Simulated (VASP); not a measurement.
# InSb (P4/mmm) in VASP: a series of runs, part 2 of 2

VASP 6.6.1.

## 3. Single point, PBE (strain -0.015 along x and y, -0.030 along z)

Input file INCAR:

```
SYSTEM = InSb
PREC = Accurate
ENCUT = 520
EDIFF = 1E-7
ISMEAR = 0
SIGMA = 0.15
LREAL = .FALSE.
LASPH = .TRUE.
NELM = 80
ALGO = Normal
ISIF = 2
LWAVE = .FALSE.
LCHARG = .TRUE.
GGA = PE
LELF = .TRUE.
LVHAR = .TRUE.
NBANDS = 16
```

Input file KPOINTS:

```
Automatic mesh
0
G
  16 16 8
  0 0 0
```

Input file POSCAR:

```
InSb
1.0
    3.0305061600      0.0000000000      0.0000000000
    0.0000000000      3.0305061600      0.0000000000
    0.0000000000      0.0000000000      6.0290059000
In Sb
1 1
Direct
    0.0000000000      0.0000000000      0.0000000000
    0.0000000000      0.0000000000      0.5000000000
```

Potentials or basis: VASP PAW PBE potentials, release 64 (In_d, Sb).

Command:

```bash
$ cat potpaw_PBE.64/In_d/POTCAR potpaw_PBE.64/Sb/POTCAR > POTCAR
$ mpirun -np 1 vasp_std > vasp.out
```

OUTCAR:

```text
SYSTEM = InSb
   PREC = Accurate
   ENCUT = 520
   EDIFF = 1E-7
   ISMEAR = 0
   LREAL = .FALSE.
   LASPH = .TRUE.
   NELM = 80
   ISIF = 2
   GGA = PE

 ion  position               nearest neighbor table
   1  0.000  0.000  0.000-   2 3.01   2 3.01
   2  0.000  0.000  0.500-   1 3.01   1 3.01

  LATTYP: Found a simple tetragonal cell.
 ALAT       =     3.0305061600
 C/A-ratio  =     1.9894385894

  Lattice vectors:

 A1 = (   3.0305061600,   0.0000000000,   0.0000000000)
 A2 = (   0.0000000000,   3.0305061600,   0.0000000000)
 A3 = (   0.0000000000,   0.0000000000,   6.0290059000)

Analysis of symmetry for initial positions (statically):
=====================================================================
 Subroutine PRICEL returns:
 Original cell was already a primitive cell.

 Routine SETGRP: Setting up the symmetry group for a
 simple tetragonal supercell.

 Subroutine GETGRP returns: Found 16 space group operations
 (whereof 16 operations were pure point group operations)
 out of a pool of 16 trial point group operations.

The static configuration has the point symmetry D_4h.

Analysis of symmetry for dynamics (positions and initial velocities):
[... 159 lines left out ...]

 E-fermi :   7.3909     XC(G=0):  -9.9249

 val. band max:        7.3857052376   @ k =   0.4375   0.1875   0.2500
 cond. band min:       7.3958392549   @ k =   0.5000   0.4375   0.5000
 fundamental gap:      0.0101340173
 Fermi energy:         7.3908709437

 k-point     1 :       0.0000    0.0000    0.0000
  band No.  band energies     occupation
      1      -7.6590      2.00000
      2      -7.4449      2.00000
      3      -7.0212      2.00000
      4      -7.0212      2.00000
      5      -6.9176      2.00000
      6      -4.5539      2.00000
[... 433 lines left out ...]
      3      -7.1683      2.00000
      4      -7.0358      2.00000
      5      -6.9788      2.00000
      6      -1.4542      2.00000
[... 8 lines left out ...]
     15      17.5825      0.00000
     16      19.0880      0.00000

 [... further k-points ...]

------------------------ aborting loop because EDIFF is reached ----------------------------------------

  FORCE on cell =-STRESS in cart. coord.  units (eV):
  Direction    XX          YY          ZZ          XY          YZ          ZX
  --------------------------------------------------------------------------------------
  -------------------------------------------------------------------------------------
  Total        1.1000583      1.1000583      1.6345050      0.0000000      0.0000000     -0.0000000
  in kB       31.8309970     31.8309970     47.2956054      0.0000000      0.0000000     -0.0000000
  external PRESSURE =      36.9858665 kB  Pullay stress =       0.0000000 kB

 VOLUME and BASIS-vectors are now :
 -----------------------------------------------------------------------------
  energy-cutoff  :      520.00
  volume of cell :       55.37
      direct lattice vectors                 reciprocal lattice vectors
     3.030506160  0.000000000  0.000000000     0.329977881  0.000000000  0.000000000
     0.000000000  3.030506160  0.000000000     0.000000000  0.329977881  0.000000000
     0.000000000  0.000000000  6.029005900     0.000000000  0.000000000  0.165864824

 POSITION                                       TOTAL-FORCE (eV/Angst)
 -----------------------------------------------------------------------------------
      0.00000      0.00000      0.00000         0.000000      0.000000      0.000000
      0.00000      0.00000      3.01450         0.000000      0.000000      0.000000
 -----------------------------------------------------------------------------------
    total drift:                                0.000000     -0.000000     -0.000000

  FREE ENERGIE OF THE ION-ELECTRON SYSTEM (eV)
  ---------------------------------------------------
  free  energy   TOTEN  =        -6.5486318237 eV

  energy  without entropy=       -6.5385835110  energy(sigma->0) =       -6.54360767
```

stdout:

```text
POSCAR found type information on POSCAR InSb
 POSCAR found :  2 types and       2 ions
 scaLAPACK will be used
 LDA part: xc-table for (Slater+PW92), standard interpolation
 POSCAR, INCAR and KPOINTS ok, starting setup
 FFT: planning ... GRIDC
 FFT: planning ... GRID_SOFT
 FFT: planning ... GRID
 WAVECAR not read
 entering main loop
```

Wall time 2.3 min (1 thread of Intel Xeon Platinum 8375C at 2.90GHz (Ice Lake), shared host); peak memory 0.33 GiB.

What came out:

- Free energy: -6.5486 eV
- Pressure: 3.7 GPa
- Band gap on the k mesh: zero (band 9 reaches 11.72 eV, above the bottom of band 10 at 5.70 eV)

Stress tensor (GPa, compression positive):
```
3.18 0.00 0.00
0.00 3.18 0.00
0.00 0.00 4.73
```

Caveat: the cell differs from its parent crystal (strain -0.015 along x and y, -0.030 along z); spin-orbit coupling is left out, which moves the levels of the heavy elements.

## 4. Single point, PBE (strain -0.030 along x and y, +0.015 along z)

Input file INCAR:

```
PREC     = Accurate       # precision mode
ENCUT    = 520            # plane-wave cutoff, eV
EDIFF    = 1E-6           # SCF threshold, eV
ISMEAR   = 0              # smearing method
SIGMA    = 0.15           # smearing width, eV
LREAL    = False          # projectors in reciprocal space
LASPH    = True           # aspherical terms in the spheres
NELM     = 80             # most SCF steps
ALGO     = Normal         # electronic algorithm
ISIF     = 2              # what is computed and relaxed
LWAVE    = False          # write WAVECAR
LCHARG   = True           # write CHGCAR
GGA      = PE             # functional
LELF     = True           # ELF
LVHAR    = True         
NBANDS   = 16             # bands
```

Input file KPOINTS:

```
Automatic mesh
0
Gamma
  16 16 8
```

Input file POSCAR:

```
InSb
1.0
    2.9843563200      0.0000000000      0.0000000000
    0.0000000000      2.9843563200      0.0000000000
    0.0000000000      0.0000000000      6.3087020500
In Sb
1 1
Direct
    0.0000000000      0.0000000000      0.0000000000
    0.0000000000      0.0000000000      0.5000000000
```

Command:

```bash
$ cat potpaw_PBE.64/In_d/POTCAR potpaw_PBE.64/Sb/POTCAR > POTCAR
$ mpirun -np 1 vasp_std > vasp.out
```

Run time: 2 min. Hardware: 1 thread of Intel Xeon Platinum 8375C at 2.90GHz (Ice Lake), shared host; peak memory 0.34 GiB.

The run converged. Its results:

| Property | Result |
| --- | --- |
| Free energy | -6.5334 eV |
| Pressure | 3.2 GPa |
| Band gap on the k mesh | zero (band 9 reaches 11.61 eV, above the bottom of band 10 at 5.23 eV) |

Stress tensor (GPa, compression positive):
```
 5.12  0.00  0.00
 0.00  5.12  0.00
 0.00  0.00 -0.49
```

Levels at points of the mesh, in eV from the Fermi level:
```csv
k point,band 6,band 7,band 8,band 9,band 10,band 11,band 12,band 13
"(0.00, 0.00, 0.00)",-11.97,-7.31,-4.81,4.41,4.78,4.78,7.95,8.15
"(0.50, 0.00, 0.00)",-8.92,-5.35,-3.35,-2.18,-1.96,2.84,7.30,7.34
"(0.50, 0.50, 0.00)",-5.61,-2.98,-2.98,0.34,0.91,0.91,1.11,2.76
"(0.00, 0.00, 0.50)",-11.86,-8.41,-1.46,-0.27,4.93,4.93,8.18,8.75
"(0.50, 0.00, 0.50)",-8.89,-5.13,-4.70,-2.64,1.44,2.89,5.39,6.27
"(0.50, 0.50, 0.50)",-5.61,-2.81,-2.81,-1.03,0.34,0.34,3.00,4.75
```

Caveat: the cell differs from its parent crystal (strain -0.030 along x and y, +0.015 along z); spin-orbit coupling is left out, which moves the levels of the heavy elements.

## 5. Single point, PBE (strain -0.030 along x and y, +0.030 along z)

Input file INCAR:

```
PREC = Accurate
ENCUT = 520
EDIFF = 1E-7
ISMEAR = 0
SIGMA = 0.15
LREAL = F
LASPH = T
NELM = 80
ALGO = Normal
ISIF = 2
LWAVE = F
LCHARG = F
GGA = PE
NBANDS = 16
```

KPOINTS is that of step 4.

Changes to POSCAR since step 4:

```diff
@@ -4,3 +4,3 @@
     0.0000000000      2.9843563200      0.0000000000
-    0.0000000000      0.0000000000      6.3087020500
+    0.0000000000      0.0000000000      6.4019341000
 In Sb
```

Potentials or basis: VASP PAW PBE potentials, release 64 (In_d, Sb).

Command:

```bash
$ cat potpaw_PBE.64/In_d/POTCAR potpaw_PBE.64/Sb/POTCAR > POTCAR
$ mpirun -np 1 vasp_std > vasp.out
```

OUTCAR:

```text
PREC = Accurate
   ENCUT = 520
   EDIFF = 1E-7
   ISMEAR = 0
   LREAL = F
   LASPH = T
   NELM = 80
   ISIF = 2
   GGA = PE

 ion  position               nearest neighbor table
   1  0.000  0.000  0.000-   2 3.20   2 3.20
   2  0.000  0.000  0.500-   1 3.20   1 3.20

  LATTYP: Found a simple tetragonal cell.
 ALAT       =     2.9843563200
 C/A-ratio  =     2.1451641203

  Lattice vectors:

 A1 = (   2.9843563200,   0.0000000000,   0.0000000000)
 A2 = (   0.0000000000,   2.9843563200,   0.0000000000)
 A3 = (   0.0000000000,   0.0000000000,   6.4019341000)

Analysis of symmetry for initial positions (statically):
=====================================================================
 Subroutine PRICEL returns:
 Original cell was already a primitive cell.

 Routine SETGRP: Setting up the symmetry group for a
 simple tetragonal supercell.

 Subroutine GETGRP returns: Found 16 space group operations
 (whereof 16 operations were pure point group operations)
 out of a pool of 16 trial point group operations.

The static configuration has the point symmetry D_4h.

[... 160 lines left out ...]

 E-fermi :   7.0309     XC(G=0):  -9.7859

 val. band max:        7.0202410118   @ k =   0.5000   0.5000   0.1250
 cond. band min:       7.0392732285   @ k =   0.3750   0.0000   0.1250
 fundamental gap:      0.0190322168
 Fermi energy:         7.0309228114

 k-point     1 :       0.0000    0.0000    0.0000
  band No.  band energies     occupation
      1      -8.0901      2.00000
      2      -7.8048      2.00000
      3      -7.3761      2.00000
      4      -7.3761      2.00000
      5      -7.2606      2.00000
      6      -4.8843      2.00000
[... 433 lines left out ...]
      3      -7.5435      2.00000
      4      -7.3923      2.00000
      5      -7.2965      2.00000
      6      -1.5871      2.00000
[... 8 lines left out ...]
     15      17.4555      0.00000
     16      18.2359      0.00000

 [... further k-points ...]

------------------------ aborting loop because EDIFF is reached ----------------------------------------

  FORCE on cell =-STRESS in cart. coord.  units (eV):
  Direction    XX          YY          ZZ          XY          YZ          ZX
  --------------------------------------------------------------------------------------
  -------------------------------------------------------------------------------------
  Total        1.7192288      1.7192288     -0.6389632      0.0000000      0.0000000      0.0000000
  in kB       48.3094080     48.3094080    -17.9545222      0.0000000      0.0000000      0.0000000
  external PRESSURE =      26.2214312 kB  Pullay stress =       0.0000000 kB

 VOLUME and BASIS-vectors are now :
 -----------------------------------------------------------------------------
  energy-cutoff  :      520.00
  volume of cell :       57.02
      direct lattice vectors                 reciprocal lattice vectors
     2.984356320  0.000000000  0.000000000     0.335080631  0.000000000  0.000000000
     0.000000000  2.984356320  0.000000000     0.000000000  0.335080631  0.000000000
     0.000000000  0.000000000  6.401934100     0.000000000  0.000000000  0.156202795

 POSITION                                       TOTAL-FORCE (eV/Angst)
 -----------------------------------------------------------------------------------
      0.00000      0.00000      0.00000         0.000000      0.000000      0.000000
      0.00000      0.00000      3.20097         0.000000      0.000000      0.000000
 -----------------------------------------------------------------------------------
    total drift:                                0.000000     -0.000000     -0.000000

  FREE ENERGIE OF THE ION-ELECTRON SYSTEM (eV)
  ---------------------------------------------------
  free  energy   TOTEN  =        -6.5275234747 eV

  energy  without entropy=       -6.5168391777  energy(sigma->0) =       -6.52218133
```

OSZICAR:

```text
N       E                     dE             d eps       ncg     rms          rms(c)
DAV:   1     0.109547064907E+03    0.10955E+03   -0.80309E+03  7224   0.118E+03
DAV:   2     0.378359351500E-01   -0.10951E+03   -0.10613E+03  8176   0.289E+02
DAV:   3    -0.637122980290E+01   -0.64091E+01   -0.63433E+01  9280   0.694E+01
DAV:   4    -0.653629508726E+01   -0.16507E+00   -0.16500E+00  9128   0.121E+01
DAV:   5    -0.654427966507E+01   -0.79846E-02   -0.79845E-02 10536   0.222E+00    0.323E+00
DAV:   6    -0.652793427705E+01    0.16345E-01   -0.42284E-02  9480   0.336E+00    0.178E+00
DAV:   7    -0.652724976433E+01    0.68451E-03   -0.16874E-02  9272   0.179E+00    0.311E-01
DAV:   8    -0.652741724518E+01   -0.16748E-03   -0.10629E-03  9568   0.400E-01    0.977E-02
DAV:   9    -0.652750609101E+01   -0.88846E-04   -0.18942E-04  9424   0.178E-01    0.265E-02
DAV:  10    -0.652752375421E+01   -0.17663E-04   -0.19066E-05  8648   0.395E-02    0.634E-03
DAV:  11    -0.652752356015E+01    0.19406E-06   -0.13230E-06  9880   0.124E-02    0.238E-03
DAV:  12    -0.652752347468E+01    0.85477E-07   -0.23960E-07  8448   0.289E-03
   1 F= -.65275235E+01 E0= -.65221813E+01  d E =-.106843E-01
```

Wall time 2.1 min (1 thread of Intel Xeon Platinum 8375C at 2.90GHz (Ice Lake), shared host); peak memory 0.34 GiB.

What came out:

- Free energy: -6.5275 eV
- Pressure: 2.6 GPa
- Band gap on the k mesh: zero (band 9 reaches 11.13 eV, above the bottom of band 10 at 5.03 eV)

Stress tensor (GPa, compression positive):
```
 4.83  0.00  0.00
 0.00  4.83  0.00
 0.00  0.00 -1.80
```

Levels at points of the mesh, in eV from the Fermi level:
```
           k point  band 6  band 7  band 8  band 9  band 10  band 11  band 12  band 13
(0.00, 0.00, 0.00)  -11.92   -7.36   -4.73    4.10     4.83     4.83     7.67     8.19
(0.50, 0.00, 0.00)   -8.88   -5.30   -3.39   -2.08    -2.00     2.85     7.02     7.35
(0.50, 0.50, 0.00)   -5.56   -2.93   -2.93    0.46     0.88     0.88     1.06     2.81
(0.00, 0.00, 0.50)  -11.82   -8.34   -1.60   -0.37     4.96     4.96     8.22     8.79
(0.50, 0.00, 0.50)   -8.84   -5.10   -4.61   -2.61     1.28     2.80     5.28     6.16
(0.50, 0.50, 0.50)   -5.56   -2.78   -2.78   -0.92     0.37     0.37     3.04     4.66
```

Caveat: the cell differs from its parent crystal (strain -0.030 along x and y, +0.030 along z); spin-orbit coupling is left out, which moves the levels of the heavy elements.

## 6. Single point, PBE (strain +0.000 along x and y, -0.030 along z)

Input file INCAR:

```
  PREC = Accurate
  ENCUT = 520
  EDIFF = 1E-6
  ISMEAR = 0
  SIGMA = 0.15
  LREAL = F
  LASPH = T
  NELM = 60
  ALGO = Normal
  ISIF = 2
  LWAVE = F
  LCHARG = F
  GGA = PE
  NBANDS = 16
```

KPOINTS is that of step 5.

Input file POSCAR:

```
InSb
1.0
    3.0766560000      0.0000000000      0.0000000000
    0.0000000000      3.0766560000      0.0000000000
    0.0000000000      0.0000000000      6.0290059000
In Sb
1 1
Direct
    0.0000000000      0.0000000000      0.0000000000
    0.0000000000      0.0000000000      0.5000000000
```

Potentials or basis: VASP PAW PBE potentials, release 64 (In_d, Sb).

Command:

```bash
$ cat potpaw_PBE.64/In_d/POTCAR potpaw_PBE.64/Sb/POTCAR > POTCAR
$ mpirun -np 1 vasp_std > vasp.out
```

Run time: 2 min. Hardware: 1 thread of Intel Xeon Platinum 8375C at 2.90GHz (Ice Lake), shared host; peak memory 0.34 GiB.

The run converged. Its results:

```yaml
Free_energy: -6.5700 eV
Pressure: 2.0 GPa
Band_gap_on_the_k_mesh: zero (band 9 reaches 11.12 eV, above the bottom of band 10 at 5.37 eV)
```

Stress tensor (GPa, compression positive):
```
0.89 0.00 0.00
0.00 0.89 0.00
0.00 0.00 4.24
```

Levels at points of the mesh, in eV from the Fermi level:
```tsv
k point	band 7	band 8	band 9	band 10	band 11	band 12
(0.00, 0.00, 0.00)	-6.74	-4.76	4.04	4.04	5.83	7.63
(0.50, 0.00, 0.00)	-5.16	-3.23	-2.48	-1.52	2.94	6.19
(0.50, 0.50, 0.00)	-3.02	-3.02	-0.32	0.73	1.04	1.04
(0.00, 0.00, 0.50)	-8.27	-0.63	0.43	4.27	4.27	7.71
(0.50, 0.00, 0.50)	-5.02	-4.83	-2.49	1.99	3.26	5.99
(0.50, 0.50, 0.50)	-2.76	-2.76	-1.84	0.20	0.20	2.98
```

Caveat: the cell differs from its parent crystal (strain +0.000 along x and y, -0.030 along z); spin-orbit coupling is left out, which moves the levels of the heavy elements.

## 7. Overview

| cell | gap on the mesh (eV) | pressure (GPa) |
| --- | --- | --- |
| a = 2.984, b = 2.984, c = 6.215 Å, 2 atoms | none | 4.0 |
| a = 3.031, b = 3.031, c = 6.029 Å, 2 atoms | none | 3.7 |
| a = 2.984, b = 2.984, c = 6.309 Å, 2 atoms | none | 3.2 |
| a = 2.984, b = 2.984, c = 6.402 Å, 2 atoms | none | 2.6 |
| a = 3.077, b = 3.077, c = 6.029 Å, 2 atoms | none | 2.0 |

Alike in all rows: task single point; level PBE; potentials or basis VASP PAW PBE potentials, release 64 (In_d, Sb); no spin polarisation; k mesh 16 × 16 × 8; cutoff (eV) 520; smearing gaussian 0.15 eV.

Caveats: spin-orbit coupling is left out, which moves the levels of the heavy elements.

Total energies depend on the potentials used, so only differences within one code and one set of settings carry meaning.
